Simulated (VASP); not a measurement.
# Al32N31 (a cell with a defect) in VASP: further runs

Al32N31 (a cell with a defect) is run at these levels: PBEsol; tasks: single point.

Everything below comes from runs of VASP 6.6.1. Logs are shortened: lines on timing, memory, paths and dates and some standing lists are left out, and cuts for length are marked.

## Step 1: The cell of the first run

The cell holds a defect, 63 atoms: a = 8.755 Å, b = 8.755 Å, c = 8.755 Å, α = 90.00°, β = 90.00°, γ = 90.00°.

## Step 2: Single point, PBEsol

Input file INCAR:

```
SYSTEM = Al32N31
ALGO = Normal
EDIFF = 1E-7
ENCUT = 520
GGA = PS
ISIF = 2
ISMEAR = -1
ISYM = 0
LASPH = .TRUE.
LCHARG = .TRUE.
LELF = .TRUE.
LREAL = Auto
LVHAR = .TRUE.
LWAVE = .FALSE.
NBANDS = 162
NELECT = 250.0
NELM = 60
PREC = Accurate
SIGMA = 0.05
```

Input file KPOINTS:

```
Automatic mesh
0
Gamma
  1 1 1
  0.25 0.25 0.25
```

Input file POSCAR:

```
Al32N31
1.0
    8.7554440000      0.0000000000      0.0000000000
    0.0000000000      8.7554440000      0.0000000000
    0.0000000000      0.0000000000      8.7554440000
Al N
32 31
Direct
    0.9998180000      0.0000570000      0.0007990000
    0.9999830000      0.0001890000      0.5002760000
    0.9999980000      0.4994910000      0.0009850000
    0.0004580000      0.4999710000      0.5006710000
    0.4993130000      0.0001600000      0.0009400000
    0.4996740000      0.0006280000      0.5006920000
    0.4996850000      0.4999750000      0.0014040000
    0.4959840000      0.4963020000      0.4970030000
    0.2496320000      0.2498450000      0.0008060000
    0.2493630000      0.2496000000      0.5001910000
    0.2493250000      0.7505300000      0.0010150000
    0.2489910000      0.7497980000      0.5006680000
    0.7503180000      0.2495110000      0.0010470000
    0.7495290000      0.2491650000      0.5006380000
    0.7495770000      0.7498610000      0.0013080000
    0.7531770000      0.7534980000      0.4972710000
    0.2496420000      0.0000380000      0.2505870000
    0.2493300000      0.0002780000      0.7513040000
    0.2493670000      0.4994380000      0.2503560000
    0.2490080000      0.4999310000      0.7505290000
    0.7503040000      0.0002650000      0.2503070000
    0.7495760000      0.0005010000      0.7505890000
    0.7495480000      0.4999030000      0.2499650000
    0.7534180000      0.4963280000      0.7544260000
    0.9998330000      0.2498360000      0.2506010000
    0.0000730000      0.2495260000      0.7512930000
    0.0000440000      0.7505220000      0.2503270000
    0.0003340000      0.7498770000      0.7505700000
    0.4992300000      0.2495970000      0.2503590000
    0.4996340000      0.2491660000      0.7504960000
    0.4996580000      0.7497760000      0.2499090000
    0.4963210000      0.7534410000      0.7541840000
    0.1248590000      0.1250850000      0.1258430000
    0.1248800000      0.1250050000      0.6255360000
    0.1248480000      0.6247830000      0.1258300000
    0.1248650000      0.6250750000      0.6258130000
    0.6245770000      0.1249910000      0.1257970000
    0.6248640000      0.1250500000      0.6257790000
    0.6248580000      0.6250250000      0.1257890000
    0.3750710000      0.3752810000      0.1258540000
    0.3757140000      0.3759090000      0.6261180000
    0.3750620000      0.8748240000      0.1257540000
    0.3756790000      0.8741890000      0.6252200000
    0.8746070000      0.3752690000      0.1258460000
    0.8740270000      0.3758470000      0.6251700000
    0.8746370000      0.8748580000      0.1258160000
    0.8740300000      0.8742430000      0.6262210000
    0.3750640000      0.1251110000      0.3760190000
    0.3750810000      0.1250020000      0.8755920000
    0.3756770000      0.6253690000      0.3766200000
    0.3756980000      0.6244450000      0.8749220000
    0.8746270000      0.1250530000      0.3760310000
    0.8746460000      0.1250470000      0.8756100000
    0.8739510000      0.6244440000      0.3766650000
    0.8740860000      0.6254930000      0.8750510000
    0.1248820000      0.3753000000      0.3760530000
    0.1248520000      0.3752700000      0.8756140000
    0.1248310000      0.8748610000      0.3760260000
    0.1248650000      0.8748630000      0.8756130000
    0.6251780000      0.3759380000      0.3767130000
    0.6242150000      0.3757770000      0.8749890000
    0.6242380000      0.8742200000      0.3765360000
    0.6252910000      0.8741760000      0.8749490000
```

Potentials or basis: VASP PAW PBE potentials, release 64 (Al, N).

The run is started by

```
$ cat potpaw_PBE.64/Al/POTCAR potpaw_PBE.64/N/POTCAR > POTCAR
$ mpirun -np 1 vasp_std > vasp.out
```

OUTCAR:

```text
SYSTEM = Al32N31
   EDIFF = 1E-7
   ENCUT = 520
   GGA = PS
   ISIF = 2
   ISMEAR = -1
   ISYM = 0
   LASPH = .TRUE.
   LREAL = Auto
   NELECT = 250.0
   NELM = 60
   PREC = Accurate

 ion  position               nearest neighbor table
   1  1.000  0.000  0.001-  33 1.90  53 1.90  46 1.90  59 1.90  13 3.09  26 3.09  18 3.09  21 3.09
                            11 3.09  27 3.09  25 3.09   9 3.09  17 3.09  28 3.10  15 3.10  22 3.10
   2  1.000  0.000  0.500-  58 1.89  52 1.89  34 1.90  47 1.91  16 3.06  10 3.09  25 3.09  17 3.09
                            12 3.09  14 3.09  27 3.09  21 3.09  26 3.10  18 3.10  28 3.10  22 3.10
   3  1.000  0.499  0.001-  57 1.89  44 1.89  35 1.90  55 1.91  24 3.05  19 3.09  25 3.09   9 3.09
                            23 3.09  20 3.09  26 3.09  13 3.09  11 3.10  27 3.10  15 3.10  28 3.10
   4  0.000  0.500  0.501-  56 1.89  36 1.89  54 1.90  45 1.90  12 3.09  20 3.09  19 3.09  10 3.09
                            28 3.09  25 3.10  24 3.10  16 3.10  27 3.10  26 3.10  23 3.11  14 3.11
   5  0.499  0.000  0.001-  42 1.89  49 1.89  37 1.90  63 1.91  32 3.06  29 3.09  17 3.09  31 3.09
                             9 3.09  30 3.09  11 3.09  18 3.09  13 3.10  21 3.10  15 3.10  22 3.10
   6  0.500  0.001  0.501-  48 1.89  38 1.89  43 1.90  62 1.90  30 3.09  14 3.09  10 3.09  29 3.09
                            22 3.09  17 3.10  16 3.10  32 3.10  18 3.10  21 3.10  12 3.10  31 3.11
   7  0.500  0.500  0.001-  40 1.89  39 1.89  51 1.90  61 1.90  31 3.09  23 3.09  19 3.09  29 3.09
                            15 3.09   9 3.10  32 3.10  24 3.10  11 3.10  13 3.10  20 3.11  30 3.11
   8  0.496  0.496  0.497-  50 1.87  41 1.87  60 1.87  19 3.05  10 3.05  29 3.05  12 3.10  20 3.10
                            31 3.10  23 3.10  30 3.10  14 3.10  32 3.18  16 3.18  24 3.19
   9  0.250  0.250  0.001-  33 1.89  57 1.90  49 1.90  40 1.90  18 3.09  26 3.09  19 3.09  29 3.09
                             3 3.09   5 3.09  17 3.09  25 3.09   1 3.09   7 3.10  30 3.10  20 3.10
  10  0.249  0.250  0.500-  56 1.89  48 1.89  34 1.89  41 1.91   8 3.05   2 3.09  25 3.09  17 3.09
                             4 3.09   6 3.09  19 3.09  29 3.09  26 3.10  18 3.10  30 3.10  20 3.10
  11  0.249  0.751  0.001-  59 1.89  42 1.89  35 1.90  51 1.91  32 3.06  27 3.09   1 3.09  17 3.09
                            31 3.09  28 3.09  18 3.09   5 3.09   3 3.10  19 3.10   7 3.10  20 3.10
[... 71 lines left out ...]
  62  0.624  0.874  0.377-  16 1.87   6 1.90  31 1.90  21 1.91
  63  0.625  0.874  0.875-  32 1.87  15 1.90  22 1.90   5 1.91

IMPORTANT INFORMATION: All symmetrisations will be switched off!
NOSYMM: (Re-)initialisation of all symmetry stuff for point group C_1.

----------------------------------------------------------------------------------------

                                     Primitive cell

  volume of cell :     671.1731

  direct lattice vectors                    reciprocal lattice vectors
     8.755444000  0.000000000  0.000000000     0.114214653  0.000000000  0.000000000
     0.000000000  8.755444000  0.000000000     0.000000000  0.114214653  0.000000000
     0.000000000  0.000000000  8.755444000     0.000000000  0.000000000  0.114214653

  length of vectors
     8.755444000  8.755444000  8.755444000     0.114214653  0.114214653  0.114214653

  position of ions in fractional coordinates (direct lattice)
     0.999818000  0.000057000  0.000799000
     0.999983000  0.000189000  0.500276000
     0.999998000  0.499491000  0.000985000
     0.000458000  0.499971000  0.500671000
     0.499313000  0.000160000  0.000940000
     0.499674000  0.000628000  0.500692000
[... 55 lines left out ...]
     0.624238000  0.874220000  0.376536000
     0.625291000  0.874176000  0.874949000

  ion indices of the primitive-cell ions
   primitive index   ion index
                 1           1
                 2           2
                 3           3
                 4           4
                 5           5
                 6           6
[... 55 lines left out ...]
[... 48 lines left out ...]
   TEBEG  =    0.0;   TEEND  =   0.0 temperature during run
   PSTRESS=    0.0 pullay stress
   NELECT =     250.0000    total number of electrons
   NUPDOWN=      -1.0000    fix difference up-down
   EMIN   =  10.00;   EMAX   =-10.00  energy-range for DOS
   EFERMI =   0.00;   METHOD = LEGACY
   ISMEAR =    -1;   SIGMA  =   0.05  broadening in eV -4-tet -1-fermi 0-gaus
   EFERMI_NEDOS =   21; number of points for ismear=-14 and -15
   IALGO  =     38    algorithm
   IMIX   =      4    mixing-type and parameters
     AMIX     =   0.40;   BMIX     =  1.00
     AMIX_MAG =   1.60;   BMIX_MAG =  1.00
  volume/ion in A,a.u.               =      10.65        71.89
  Fermi-wavevector in a.u.,A,eV,Ry     =   1.177904  2.225916 18.877518  1.387458
  Thomas-Fermi vector in A             =   2.314243
   LORBIT       =      0    0 simple, 1 ext, 2 COOP (PROOUT), +10 PAW based schemes
   GGA     = PS    functional components
   LHFCALC =     F    Hartree Fock is set to
   AEXX    =    0.0000 exact exchange contribution
   IVDW    =     0    specifies the selected vdW correction
   LEPSILON=     F    determine dielectric tensor
   LRPA    =     F    only Hartree local field effects (RPA)
 non-spin polarized calculation
  energy-cutoff  :      520.00
  volume of cell :      671.17
 maximum number of plane-waves:     18052
 NGX is ok and might be reduce to    70
   NGX = 33   NGY = 33   NGZ = 33

 number of electron     249.9999939 magnetization

 Free energy of the ion-electron system (eV)
  ---------------------------------------------------
  ext. energy  EPLUGINS =         0.00000000
  ---------------------------------------------------
  free energy    TOTEN  =      -494.45068867 eV

  energy without entropy =     -494.45068867  energy(sigma->0) =     -494.45068867

 E-fermi :   7.4627     XC(G=0): -11.0236

 val. band max:        6.2444075272   @ k =  -0.2500   0.2500   0.2500
 cond. band min:       9.4963963871   @ k =   0.2500   0.2500   0.2500
 fundamental gap:      3.2519888600
 Fermi energy:         7.4626767803

 k-point     1 :       0.2500    0.2500    0.2500
  band No.  band energies     occupation
      1      -8.9064      2.00000
      2      -8.3789      2.00000
      3      -8.3787      2.00000
      4      -8.2884      2.00000
      5      -7.8938      2.00000
      6      -7.8936      2.00000
[... 549 lines left out ...]
    136      11.4510      0.00000
    137      11.4914      0.00000
 [bands above 137 left out]

------------------------ aborting loop because EDIFF is reached ----------------------------------------

  FORCE on cell =-STRESS in cart. coord.  units (eV):
  Direction    XX          YY          ZZ          XY          YZ          ZX
  --------------------------------------------------------------------------------------
  -------------------------------------------------------------------------------------
  Total      -10.8515973    -10.8511078    -10.8374912     -0.2856779     -0.3417684     -0.2422401
  in kB      -25.9041727    -25.9030041    -25.8704996     -0.6819504     -0.8158456     -0.5782587
  external PRESSURE =     -25.8925588 kB  Pullay stress =       0.0000000 kB

 VOLUME and BASIS-vectors are now :
 -----------------------------------------------------------------------------
  energy-cutoff  :      520.00
  volume of cell :      671.17
      direct lattice vectors                 reciprocal lattice vectors
     8.755444000  0.000000000  0.000000000     0.114214653  0.000000000  0.000000000
     0.000000000  8.755444000  0.000000000     0.000000000  0.114214653  0.000000000
     0.000000000  0.000000000  8.755444000     0.000000000  0.000000000  0.114214653

 POSITION                                       TOTAL-FORCE (eV/Angst)
 -----------------------------------------------------------------------------------
      8.75385      0.00050      0.00700         0.021426      0.016588      0.021672
      8.75530      0.00165      4.38014         0.027153      0.028247     -0.020600
      8.75543      4.37327      0.00862         0.030352     -0.012258      0.028588
      0.00401      4.37747      4.38360         0.005319      0.010104      0.018352
      4.37171      0.00140      0.00823        -0.013757      0.029415      0.023235
      4.37487      0.00550      4.38378         0.021097      0.012690      0.008307
[... 55 lines left out ...]
      5.46548      7.65418      3.29674        -0.010395     -0.024391     -0.002380
      5.47470      7.65380      7.66057         0.006816     -0.019652     -0.020961
 -----------------------------------------------------------------------------------
    total drift:                               -0.016800     -0.007805     -0.006014

  FREE ENERGIE OF THE ION-ELECTRON SYSTEM (eV)
  ---------------------------------------------------
  free  energy   TOTEN  =      -494.4506886687 eV

  energy  without entropy=     -494.4506886686  energy(sigma->0) =     -494.45068867
```

It took 29 min on 1 thread of Intel Xeon 8259CL, shared host; peak memory 0.82 GiB.

What came out:

```
Free energy   : -494.4507 eV
Largest force : 0.058 eV/Å
```

Forces in eV/Å, atoms in the order of the input:
```
Al   0.021  0.017  0.022
Al   0.027  0.028 -0.021
Al   0.030 -0.012  0.029
Al   0.005  0.010  0.018
Al  -0.014  0.029  0.023
Al   0.021  0.013  0.008
Al   0.022  0.003  0.007
Al   0.015  0.004  0.007
Al   0.023  0.016  0.021
Al   0.017  0.015 -0.011
Al   0.024 -0.015  0.016
Al   0.025  0.028  0.020
Al  -0.013  0.023  0.021
Al   0.036  0.032  0.026
Al   0.034  0.018  0.037
Al   0.008  0.000 -0.018
Al   0.020  0.022  0.015
Al   0.028  0.010 -0.012
Al   0.016 -0.013  0.012
Al   0.021  0.017  0.032
Al  -0.007  0.018  0.022
Al   0.033  0.044  0.020
Al   0.031  0.022  0.028
Al  -0.001 -0.013 -0.005
Al   0.021  0.021  0.020
Al   0.018  0.021 -0.014
Al   0.014 -0.012  0.021
Al   0.035  0.019  0.025
Al  -0.007  0.016  0.011
Al   0.031  0.025  0.033
Al   0.026  0.028  0.027
Al  -0.018  0.001  0.003
N   -0.018 -0.021 -0.021
N   -0.024 -0.013  0.041
N   -0.021  0.040 -0.021
N   -0.026 -0.018 -0.018
N    0.036 -0.013 -0.017
N   -0.027 -0.030 -0.014
N   -0.024 -0.014 -0.022
N   -0.016 -0.015 -0.015
N   -0.027 -0.020  0.021
N   -0.019 -0.021 -0.016
N   -0.017 -0.021 -0.004
N   -0.020 -0.019 -0.026
N   -0.023 -0.014  0.003
N   -0.024 -0.025 -0.032
N   -0.030 -0.026  0.013
N   -0.017 -0.017 -0.014
N   -0.020 -0.015 -0.021
N   -0.022  0.026 -0.017
N   -0.019  0.000 -0.019
N   -0.022 -0.023 -0.018
N   -0.027 -0.032 -0.026
N   -0.021  0.002 -0.016
N   -0.030  0.012 -0.029
N   -0.015 -0.018 -0.019
N   -0.020 -0.016 -0.026
N   -0.018 -0.026 -0.017
N   -0.036 -0.024 -0.024
N    0.012 -0.023 -0.026
N   -0.004 -0.006 -0.022
N   -0.010 -0.024 -0.002
N    0.007 -0.020 -0.021
```

Caveat: the cell carries a net charge on a neutralising background, which shifts energy and pressure; the cell is charged against a uniform background, so pressure and absolute levels hang on convention; the PAW data sets were made with another functional, which shifts forces and pressure a little.

## Step 3: Single point, PBEsol

Input file INCAR:

```
SYSTEM = Al32N31
  ALGO = Normal
  EDIFF = 1E-6
  ENCUT = 520
  GGA = PS
  ISIF = 2
  ISMEAR = -1
  ISYM = 0
  LASPH = .TRUE.
  LCHARG = .TRUE.
  LELF = .TRUE.
  LREAL = Auto
  LVHAR = .TRUE.
  LWAVE = .FALSE.
  NBANDS = 162
  NELECT = 248.0
  NELM = 80
  PREC = Accurate
  SIGMA = 0.05
```

KPOINTS is that of step 2.

Input file POSCAR:

```
Al32N31
1.0
    8.7554440000      0.0000000000      0.0000000000
    0.0000000000      8.7554440000      0.0000000000
    0.0000000000      0.0000000000      8.7554440000
Al N
32 31
Direct
    0.0001640000      0.0003790000      0.0011750000
    0.0030170000      0.0031630000      0.4990870000
    0.0030030000      0.4983340000      0.0039420000
    0.0017570000      0.5000830000      0.5008660000
    0.4981490000      0.0032050000      0.0039280000
    0.4998660000      0.0019380000      0.5008910000
    0.4998910000      0.5001080000      0.0027030000
    0.4734860000      0.4737030000      0.4744560000
    0.2491520000      0.2493740000      0.0010660000
    0.2463560000      0.2465090000      0.4989850000
    0.2464940000      0.7514540000      0.0038960000
    0.2475700000      0.7496600000      0.5009230000
    0.7512770000      0.2466770000      0.0038940000
    0.7494480000      0.2477550000      0.5008890000
    0.7494810000      0.7496940000      0.0028730000
    0.7757710000      0.7759660000      0.4746680000
    0.2491700000      0.0003260000      0.2501090000
    0.2464680000      0.0031310000      0.7522400000
    0.2463330000      0.4982050000      0.2472820000
    0.2475780000      0.5001580000      0.7504110000
    0.7512050000      0.0030790000      0.2474780000
    0.7495070000      0.0021060000      0.7504450000
    0.7494490000      0.5001630000      0.2485250000
    0.7757820000      0.4738850000      0.7767200000
    0.0001380000      0.2493430000      0.2501310000
    0.0029200000      0.2466700000      0.7521740000
    0.0029260000      0.7514100000      0.2474510000
    0.0019380000      0.7496860000      0.7504750000
    0.4980280000      0.2465310000      0.2472610000
    0.4999770000      0.2477670000      0.7504250000
    0.4999330000      0.7496570000      0.2485370000
    0.4737230000      0.7759330000      0.7766890000
    0.1248360000      0.1250650000      0.1258110000
    0.1248610000      0.1250570000      0.6258480000
    0.1248670000      0.6250880000      0.1258230000
    0.1248040000      0.6250240000      0.6257860000
    0.6248890000      0.1250670000      0.1258240000
    0.6248060000      0.1250080000      0.6257790000
    0.6247850000      0.6250370000      0.1257670000
    0.3749890000      0.3752170000      0.1259400000
    0.3742800000      0.3744750000      0.6272190000
    0.3751050000      0.8748960000      0.1256030000
    0.3741260000      0.8756770000      0.6243400000
    0.8746710000      0.3753200000      0.1256290000
    0.8754160000      0.3743830000      0.6242790000
    0.8746480000      0.8748730000      0.1260730000
    0.8754880000      0.8756660000      0.6274390000
    0.3750030000      0.1252080000      0.3759570000
    0.3750930000      0.1248820000      0.8756360000
    0.3742490000      0.6264550000      0.3752330000
    0.3741530000      0.6235660000      0.8764160000
    0.8746500000      0.1248250000      0.3760660000
    0.8746760000      0.1252810000      0.8756410000
    0.8754260000      0.6235350000      0.3751650000
    0.8754570000      0.6266780000      0.8764340000
    0.1250080000      0.3751990000      0.3759770000
    0.1246290000      0.3753190000      0.8756050000
    0.1246610000      0.8748650000      0.3760570000
    0.1250580000      0.8749050000      0.8756880000
    0.6262260000      0.3744850000      0.3752190000
    0.6233470000      0.3743940000      0.8764160000
    0.6232920000      0.8756090000      0.3752030000
    0.6264520000      0.8756970000      0.8764330000
```

Potentials or basis: VASP PAW PBE potentials, release 64 (Al, N).

The run is started by

```
$ cat potpaw_PBE.64/Al/POTCAR potpaw_PBE.64/N/POTCAR > POTCAR
$ mpirun -np 1 vasp_std > vasp.out
```

Wall time 30 min (1 thread of Intel Xeon 8259CL, shared host); peak memory 0.83 GiB.

Results (log left out):

| Property | Result |
| --- | --- |
| Free energy | -507.9043 eV |
| Largest force | 0.059 eV/Å |

Forces on the atoms (eV/Å):
```
Al   0.021  0.022  0.021
Al   0.017  0.022  0.027
Al   0.017  0.028  0.022
Al   0.023  0.021  0.016
Al   0.025  0.020  0.023
Al   0.018  0.028  0.016
Al   0.017  0.018  0.027
Al   0.013  0.012  0.011
Al   0.020  0.021  0.023
Al   0.030  0.036  0.026
Al   0.016  0.025  0.028
Al   0.020  0.009  0.004
Al   0.019  0.021  0.030
Al   0.007  0.022  0.005
Al   0.020  0.022  0.011
Al   0.026  0.026  0.036
Al   0.021  0.022  0.021
Al   0.017  0.030  0.024
Al   0.030  0.027  0.035
Al   0.021  0.004  0.010
Al   0.023  0.035  0.016
Al   0.019  0.010  0.023
Al   0.007  0.005  0.024
Al   0.024  0.036  0.027
Al   0.017  0.027  0.021
Al   0.028  0.020  0.025
Al   0.028  0.028  0.018
Al   0.006  0.023  0.022
Al   0.023  0.034  0.036
Al   0.003  0.023  0.010
Al   0.003  0.009  0.023
Al   0.032  0.030  0.029
N   -0.021 -0.025 -0.024
N   -0.023 -0.025 -0.023
N   -0.024 -0.023 -0.025
N   -0.020 -0.020 -0.019
N   -0.020 -0.027 -0.024
N   -0.016 -0.023 -0.019
N   -0.015 -0.020 -0.020
N   -0.017 -0.021 -0.024
N   -0.036 -0.037  0.023
N   -0.026 -0.027 -0.019
N   -0.012 -0.017 -0.035
N   -0.023 -0.030 -0.021
N   -0.010 -0.019 -0.033
N   -0.019 -0.024 -0.020
N   -0.017 -0.018 -0.035
N   -0.017 -0.027 -0.020
N   -0.026 -0.022 -0.026
N   -0.036  0.022 -0.036
N   -0.012 -0.036 -0.015
N   -0.022 -0.021 -0.028
N   -0.020 -0.019 -0.022
N   -0.010 -0.034 -0.018
N   -0.015 -0.036 -0.018
N   -0.024 -0.020 -0.020
N   -0.019 -0.030 -0.025
N   -0.020 -0.026 -0.030
N   -0.017 -0.025 -0.024
N    0.025 -0.039 -0.037
N   -0.033 -0.017 -0.013
N   -0.031 -0.011 -0.019
N   -0.032 -0.021 -0.020
```

Levels at points of the mesh, in eV from the Fermi level:
```csv
k point,band 120,band 121,band 122,band 123,band 124,band 125,band 126,band 127,band 128,band 129
"(0.25, 0.25, 0.25)",-1.06,-1.04,-1.04,-0.94,-0.94,0.89,2.86,3.37,3.37,3.66
```

Caveat: the cell carries a net charge on a neutralising background, which shifts energy and pressure; the cell is charged against a uniform background, so pressure and absolute levels hang on convention; the PAW data sets were made with another functional, which shifts forces and pressure a little.
